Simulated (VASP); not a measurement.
H:

```
H
1.0
    -1.40625    1.40625    1.40625
     1.40625   -1.40625    1.40625
     1.40625    1.40625   -1.40625
H
1
Cartesian
  0.0000 0.0000 0.0000
```

* Program: VASP 6.6.1
* Task: relaxation of cell and atoms
* Functional: PBE
* Potentials or basis: VASP PAW PBE potentials, release 64 (H)
* Cutoff: 500 eV
* k mesh: 20 × 20 × 20
* Occupations: fermi-dirac, width 0.05 eV
* Spin: no spin polarisation

At the start: pressure -14.2 GPa; volume 11.12 Å³/atom.

Q: How do energy, volume and symmetry change on relaxing?

A: Over 6 steps the energy falls by 964.0 meV/atom and the volume is 2.97 Å³/atom (-73.3 %); space group Im-3m (No. 229, to 0.05 Å).

The path:
```tsv
step	energy change (eV)	largest force (eV/Å)	pressure (GPa)	volume (Å³)
1	0.0000	0.0000	-14.23	11.12
2	-0.1457	0.0000	-16.65	9.61
3	-0.4732	0.0000	-21.89	6.88
4	-0.9628	0.0000	-3.61	3.07
5	-0.9624	0.0000	4.51	2.85
6	-0.9640	0.0000	-0.12	2.97
```

Final structure:
```xyz
1
Lattice="-0.9053 0.9053 0.9053 0.9053 -0.9053 0.9053 0.9053 0.9053 -0.9053" Properties=species:S:1:pos:R:3 pbc="T T T"
H     0.0000    0.0000    0.0000
```

Caveat: the volume moved by over 15 % at a fixed basis, so the end points are rough.
